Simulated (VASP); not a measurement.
## NaCl: relaxation of cell and atoms with PBEsol

The system is NaCl.

```xyz
2
Lattice="0.0000 2.8010 2.8010 2.8010 0.0000 2.8010 2.8010 2.8010 0.0000" Properties=species:S:1:pos:R:3 pbc="T T T"
Na    0.0000    0.0000    0.0000
Cl    2.8010    2.8010    2.8010
```

```json
{"Program": "VASP 6.6.1", "Task": "relaxation of cell and atoms", "Functional": "PBEsol", "Potentials or basis": "VASP PAW PBE potentials, release 64 (Na_pv, Cl)", "Cutoff": "600 eV", "k mesh": "8 × 8 × 8", "Occupations": "gaussian, width 0.01 eV", "Spin": "no spin polarisation", "Target pressure": "15 GPa", "Dipole correction": "no", "Further INCAR settings": "ALGO = Normal; EDIFF = 1e-06; IBRION = 2; EDIFFG = -0.002; NSW = 100; ISIF = 3"}
```

```json
{"Relaxed volume": "16.46 Å³/atom", "Relaxed cell": "a = 3.597 Å, b = 3.597 Å, c = 3.597 Å, α = 60.00°, β = 60.00°, γ = 60.00°", "Space group after relaxing (to 0.05 Å)": "Fm-3m (No. 225)", "Energy change on relaxing (the enthalpy is what falls)": "+196.8 meV/atom", "Ionic steps": "16", "Pressure after relaxing": "15.0 GPa", "Band gap on the k mesh": "6.38 eV, direct"}
```

Step by step:
```tsv
step	energy change (eV)	largest force (eV/Å)	pressure (GPa)	volume (Å³)
1	0.0000	0.0000	0.05	43.95
2	0.4699	0.0000	17.15	32.16
3	0.3956	0.0000	15.08	32.90
4	0.3771	0.0000	14.46	33.10
5	0.3777	0.0000	14.56	33.09
6	0.3797	0.0000	14.60	33.07
7	0.3797	0.0000	14.60	33.07
8	0.3799	0.0000	14.59	33.07
9	0.3801	0.0000	14.59	33.06
10	0.3806	0.0000	14.64	33.06
11	0.3815	0.0000	14.65	33.05
12	0.3834	0.0000	14.71	33.03
13	0.3873	0.0000	14.82	32.99
14	0.3951	0.0000	15.07	32.90
15	0.3929	0.0000	14.97	32.92
16	0.3935	0.0000	15.01	32.92
```

Final structure:
```cif
data_structure
_symmetry_space_group_name_H-M 'P 1'
_symmetry_Int_Tables_number 1
_cell_length_a 3.5974
_cell_length_b 3.5974
_cell_length_c 3.5974
_cell_angle_alpha 60.000
_cell_angle_beta 60.000
_cell_angle_gamma 60.000
_cell_volume 32.92
loop_
_atom_site_label
_atom_site_type_symbol
_atom_site_fract_x
_atom_site_fract_y
_atom_site_fract_z
_atom_site_occupancy
Na1 Na 0.00000 0.00000 0.00000 1
Cl1 Cl 0.50000 0.50000 0.50000 1
```

Levels at points of the mesh, in eV from the valence-band top:
```csv
k point,band 5,band 6,band 7,band 8,band 9,band 10
"(0.00, 0.00, 0.00)",0.00,0.00,0.00,6.38,11.12,11.12
"(0.50, 0.00, 0.00)",-3.15,-0.51,-0.51,7.51,11.50,11.50
"(0.50, 0.50, 0.00)",-2.71,-0.98,-0.98,7.35,8.25,13.56
```

It took 62 s on 1 thread of Intel(R) Xeon(R) Platinum 8488C (Sapphire Rapids), with other jobs on the host, peak memory 0.18 GiB.

Caveat: the cell is relaxed towards a set pressure, so the enthalpy falls and the energy may rise; the volume moved by over 15 % at a fixed basis, so the end points are rough; the PAW data sets were made with another functional, which shifts forces and pressure a little.
